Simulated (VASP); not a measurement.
# MoAu2 (I4/mmm) in VASP: relaxation of cell and atoms with PBE

Aim: the relaxation of cell and atoms of MoAu2 with PBE.

Everything below comes from runs of VASP 6.6.1. Logs are shortened: lines on timing, memory, paths and dates and some standing lists are left out, and cuts for length are marked.

**1. The cell of the first run**

It takes space group I4/mmm (No. 139, tetragonal). Conventional cell: a = 4.046 Å, b = 4.046 Å, c = 6.635 Å, α = 90.00°, β = 90.00°, γ = 90.00°. Within 3.6 Å of Mo (site symmetry 4/mmm) lie 10 Au at 2.70 to 2.93 Å. Within 1.7 Å of Au (site symmetry 4mm) lie 1 Au at 1.23 Å.

**2. Relaxation of cell and atoms, PBE**

INCAR reads:

```
SYSTEM = MoAu2
PREC = Accurate
ENCUT = 500
EDIFF = 1E-7
ISMEAR = 0
SIGMA = 0.1
LREAL = .FALSE.
LASPH = .TRUE.
NELM = 300
ALGO = All
ISIF = 3
LWAVE = .FALSE.
LCHARG = .FALSE.
GGA = PE
IBRION = 2
NSW = 90
EDIFFG = -0.04
GGA_COMPAT = .FALSE.
NELMIN = 4
ISEARCH = 1
KPAR = 4
```

KPOINTS reads:

```
regular mesh
0
G
  6 6 6
  0 0 0
```

POSCAR reads:

```
MoAu2
1.0
   -2.0228144180      2.0228144180      3.3176236470
    2.0228144180     -2.0228144180      3.3176236470
    2.0228144180      2.0228144180     -3.3176236470
Mo Au
1 2
Direct
    0.0000000000      0.0000000000      0.0000000000
    0.5930000000      0.5930000000      0.0000000000
    0.4070000000      0.4070000000      0.0000000000
```

Potentials or basis: VASP PAW PBE potentials, release 64 (Mo_sv, Au).

Started as:

```
$ cat potpaw_PBE.64/Mo_sv/POTCAR potpaw_PBE.64/Au/POTCAR > POTCAR
$ mpirun -np 4 vasp_std > vasp.out
```

OUTCAR:

```text
SYSTEM = MoAu2
   PREC = Accurate
   ENCUT = 500
   EDIFF = 1E-7
   ISMEAR = 0
   LREAL = .FALSE.
   LASPH = .TRUE.
   NELM = 300
   ISIF = 3
   GGA = PE
   IBRION = 2
   NSW = 90
   EDIFFG = -0.04
   NELMIN = 4

 ion  position               nearest neighbor table
   1  0.000  0.000  0.000-   2 2.70   3 2.70   2 2.93   3 2.93   2 2.93   2 2.93   2 2.93   3 2.93
                             3 2.93   3 2.93
   2  0.593  0.593  0.000-   3 1.23   1 2.70   1 2.93   1 2.93   1 2.93   1 2.93   3 3.54   3 3.54
                             3 3.54   3 3.54
   3  0.407  0.407  0.000-   2 1.23   1 2.70   1 2.93   1 2.93   1 2.93   1 2.93   2 3.54   2 3.54
                             2 3.54   2 3.54

 -----------------------------------------------------------------------------
|                                                                             |
|           W    W    AA    RRRRR   N    N  II  N    N   GGGG   !!!           |
|           W    W   A  A   R    R  NN   N  II  NN   N  G    G  !!!           |
|           W    W  A    A  R    R  N N  N  II  N N  N  G       !!!           |
|           W WW W  AAAAAA  RRRRR   N  N N  II  N  N N  G  GGG   !            |
|           WW  WW  A    A  R   R   N   NN  II  N   NN  G    G                |
|           W    W  A    A  R    R  N    N  II  N    N   GGGG   !!!           |
|                                                                             |
|     The distance between some ions is very small. Please check the          |
|     nearest-neighbor list in the OUTCAR file.                               |
|     I HOPE YOU KNOW WHAT YOU ARE DOING!                                     |
|                                                                             |
 -----------------------------------------------------------------------------

  LATTYP: Found a body centered tetragonal cell.
 ALAT       =     4.0456288360
 C/A-ratio  =     1.6401028278

  Lattice vectors:

 A1 = (  -2.0228144180,   2.0228144180,   3.3176236470)
 A2 = (   2.0228144180,  -2.0228144180,   3.3176236470)
 A3 = (   2.0228144180,   2.0228144180,  -3.3176236470)

Analysis of symmetry for initial positions (statically):
=====================================================================
 Subroutine PRICEL returns:
 Original cell was already a primitive cell.

 Routine SETGRP: Setting up the symmetry group for a
 body centered tetragonal supercell.

 Subroutine GETGRP returns: Found 16 space group operations
 (whereof 16 operations were pure point group operations)
 out of a pool of 16 trial point group operations.

The static configuration has the point symmetry D_4h.

Analysis of symmetry for dynamics (positions and initial velocities):
=====================================================================
 Subroutine PRICEL returns:
 Original cell was already a primitive cell.

 Routine SETGRP: Setting up the symmetry group for a
 body centered tetragonal supercell.

 Subroutine GETGRP returns: Found 16 space group operations
 (whereof 16 operations were pure point group operations)
 out of a pool of 16 trial point group operations.

The dynamic configuration has the point symmetry D_4h.

 Subroutine INISYM returns: Found 16 space group operations
 (whereof 16 operations are pure point group operations),
 and found     1 'primitive' translations

----------------------------------------------------------------------------------------

                                     Primitive cell

  volume of cell :      54.2999

  direct lattice vectors                    reciprocal lattice vectors
    -2.022814418  2.022814418  3.317623647     0.000000000  0.247180362  0.150710283
     2.022814418 -2.022814418  3.317623647     0.247180362  0.000000000  0.150710283
     2.022814418  2.022814418 -3.317623647     0.247180362  0.247180362  0.000000000

  length of vectors
     4.380660110  4.380660110  4.380660110     0.289502540  0.289502540  0.349565820

  position of ions in fractional coordinates (direct lattice)
     0.000000000  0.000000000  0.000000000
     0.593000000  0.593000000  0.000000000
     0.407000000  0.407000000  0.000000000

  ion indices of the primitive-cell ions
   primitive index   ion index
                 1           1
[... 22 lines left out ...]
     0.000000000  0.000000000  0.000000000

 Subroutine IBZKPT returns following result:
 ===========================================

 Found     30 irreducible k-points:

 Following reciprocal coordinates:
            Coordinates               Weight
  0.000000  0.000000  0.000000      1.000000
  0.166667  0.000000  0.000000      8.000000
  0.333333 -0.000000  0.000000      8.000000
  0.500000  0.000000  0.000000      4.000000
  0.166667  0.166667 -0.000000      8.000000
  0.333333  0.166667 -0.000000     16.000000
[... 16 lines left out ...]
 -0.333333 -0.333333  0.166667      8.000000
 -0.166667 -0.333333  0.166667      8.000000
 [... further k-points ...]
   k-points           NKPTS =     30   k-points in BZ     NKDIM =     30   number of bands    NBANDS=     22
   number of dos      NEDOS =    301   number of ions     NIONS =      3
   total plane-waves  NPLWV =  32768
   dimension x,y,z NGX =    32 NGY =   32 NGZ =   32
   dimension x,y,z NGXF=    64 NGYF=   64 NGZF=   64
   ions per type =               1   2
   NGX,Y,Z   is equivalent  to a cutoff of  12.14, 12.14, 12.14 a.u.
   NGXF,Y,Z  is equivalent  to a cutoff of  24.29, 24.29, 24.29 a.u.
 SYSTEM =  MoAu2
   PREC   = accura    normal or accurate (medium, high low for compatibility)
   ISTART =      0    job   : 0-new  1-cont  2-samecut
   ICHARG =      2    charge: 1-file 2-atom 10-const
   ISPIN  =      1    spin polarized calculation?
   LNONCOLLINEAR =      F non collinear calculations
   LSORBIT =      F    spin-orbit coupling
   LASPH  =      T    aspherical Exc in radial PAW
   ENCUT  =  500.0 eV  36.75 Ry    6.06 a.u.   7.99  7.99  7.99*2*pi/ulx,y,z
   NELM   =    300;   NELMIN=  4; NELMDL= -5     # of ELM steps
   EDIFF  = 0.1E-06   stopping-criterion for ELM
   LREAL  =      F    real-space projection
   EDIFFG = -.4E-01   stopping-criterion for IOM
   NSW    =     90    number of steps for IOM
   IBRION =      2    ionic relax: 0-MD 1-quasi-New 2-CG
   NFREE  =      1    steps in history (QN), initial steepest desc. (CG)
   ISIF   =      3    stress and relaxation
   ISYM   =      2    0-nonsym 1-usesym 2-fastsym
   POTIM  = 0.5000    time-step for ionic-motion
   TEBEG  =    0.0;   TEEND  =   0.0 temperature during run
   PSTRESS=    0.0 pullay stress
   NELECT =      36.0000    total number of electrons
   NUPDOWN=      -1.0000    fix difference up-down
   EMIN   =  10.00;   EMAX   =-10.00  energy-range for DOS
   EFERMI =   0.00;   METHOD = LEGACY
   ISMEAR =     0;   SIGMA  =   0.10  broadening in eV -4-tet -1-fermi 0-gaus
   EFERMI_NEDOS =   21; number of points for ismear=-14 and -15
   IALGO  =     58    algorithm
   IMIX   =      4    mixing-type and parameters
     AMIX     =   0.40;   BMIX     =  1.00
     AMIX_MAG =   1.60;   BMIX_MAG =  1.00
  volume/ion in A,a.u.               =      18.10       122.14
  Fermi-wavevector in a.u.,A,eV,Ry     =   1.427499  2.697583 27.725334  2.037755
  Thomas-Fermi vector in A             =   2.547662
   LORBIT       =      0    0 simple, 1 ext, 2 COOP (PROOUT), +10 PAW based schemes
   GGA     = PE    functional components
   LHFCALC =     F    Hartree Fock is set to
   AEXX    =    0.0000 exact exchange contribution
   IVDW    =     0    specifies the selected vdW correction
   LEPSILON=     F    determine dielectric tensor
   LRPA    =     F    only Hartree local field effects (RPA)
 conjugate gradient relaxation of ions
 non-spin polarized calculation
 Gauss-broadening in eV      SIGMA  =   0.10
  energy-cutoff  :      500.00
  volume of cell :       54.30
 maximum number of plane-waves:      1404
   NGX = 15   NGY = 15   NGZ = 15

--------------------------------------- Ionic step        1  -------------------------------------------

 number of electron      36.0000004 magnetization

 Free energy of the ion-electron system (eV)
  ---------------------------------------------------
  ext. energy  EPLUGINS =         0.00000000
  ---------------------------------------------------
  free energy    TOTEN  =        53.26338687 eV

  energy without entropy =       53.28108484  energy(sigma->0) =       53.27223585

------------------------ aborting loop because EDIFF is reached ----------------------------------------

  FORCE on cell =-STRESS in cart. coord.  units (eV):
  Direction    XX          YY          ZZ          XY          YZ          ZX
  --------------------------------------------------------------------------------------
  -------------------------------------------------------------------------------------
  Total        1.6324501      1.6324501    260.4594066      0.0000000      0.0000000      0.0000000
  in kB       48.1671886     48.1671886   7685.1339033      0.0000000      0.0000000      0.0000000
  external PRESSURE =    2593.8227602 kB  Pullay stress =       0.0000000 kB
[... 38 lines left out ...]
 VOLUME and BASIS-vectors are now :
 -----------------------------------------------------------------------------
  energy-cutoff  :      500.00
  volume of cell :      296.72
      direct lattice vectors                 reciprocal lattice vectors
    -2.075915807  2.075915807 17.213217207     0.000000000  0.240857552  0.029047446
     2.075915807 -2.075915807 17.213217207     0.240857552  0.000000000  0.029047446
     2.075915807  2.075915807-17.213217207     0.240857552  0.240857552  0.000000000

 POSITION                                       TOTAL-FORCE (eV/Angst)
 -----------------------------------------------------------------------------------
      2.07592      2.07592     17.21322         0.000000      0.000000      0.000000
      0.00000      0.00000      4.84450        -0.000000     -0.000000     -1.919778
      2.07592      2.07592     12.36871        -0.000000     -0.000000      1.919778
 -----------------------------------------------------------------------------------
    total drift:                               -0.000000      0.000000      0.000000
[... 1866 lines left out ...]
     21      12.2483      0.00000
     22      13.8825      0.00000

 [... further k-points ...]

[... ionic steps 4 to 18 ...]

--------------------------------------- Ionic step       19  -------------------------------------------

 number of electron      36.0000003 magnetization

------------------------ aborting loop because EDIFF is reached ----------------------------------------
[... 69 lines left out ...]
--------------------------------------- Ionic step       21  -------------------------------------------

 number of electron      36.0000001 magnetization

 Free energy of the ion-electron system (eV)
  ---------------------------------------------------
  ext. energy  EPLUGINS =         0.00000000
  ---------------------------------------------------
  free energy    TOTEN  =       -16.10551449 eV

  energy without entropy =      -16.08525983  energy(sigma->0) =      -16.09538716

 E-fermi :  10.5208     XC(G=0): -12.7722

 val. band max:       10.4882234343   @ k =  -0.3333  -0.3333   0.1667
 cond. band min:      10.5248868264   @ k =  -0.3333  -0.3333   0.3333
 fundamental gap:      0.0366633920
 Fermi energy:        10.5208280720
[... 630 lines left out ...]
  FREE ENERGIE OF THE ION-ELECTRON SYSTEM (eV)
  ---------------------------------------------------
  free  energy   TOTEN  =       -16.1055144852 eV

  energy  without entropy=      -16.0852592313  energy(sigma->0) =      -16.09538686

 reached required accuracy - stopping structural energy minimisation
```

Wall time 7.4 min (4 MPI ranks of Intel Xeon 6975P-C (Granite Rapids), shared host); peak memory 0.25 GiB.

Results:

```
Free energy                           : -16.1055 eV
Relaxed volume                        : 17.10 Å³/atom
Relaxed cell                          : a = 4.908 Å, b = 4.908 Å, c = 4.908 Å, α = 138.54°, β = 138.54°, γ = 60.08°
Space group after relaxing (to 0.1 Å) : I4/mmm (No. 139)
Pressure after relaxing               : 0.2 GPa
Largest force after relaxing          : 0.016 eV/Å
Band gap on the k mesh                : zero (bands 18 and 19 overlap by 1.20 eV)
```

Forces in eV/Å, atoms in the order of the input:
```
Mo   0.000  0.000  0.000
Au   0.000  0.000 -0.016
Au   0.000  0.000  0.016
```

Final structure:
```
CELL_PARAMETERS angstrom
-1.73728 1.73728 4.24847
1.73728 -1.73728 4.24847
1.73728 1.73728 -4.24847
ATOMIC_POSITIONS crystal
Mo 0.00000 0.00000 0.00000
Au 0.66606 0.66606 0.00000
Au 0.33394 0.33394 0.00000
```

Caveat: spin-orbit coupling is left out, which moves the levels of the heavy elements.

The gap in the log of VASP goes by the Fermi energy; the results here count the filled bands.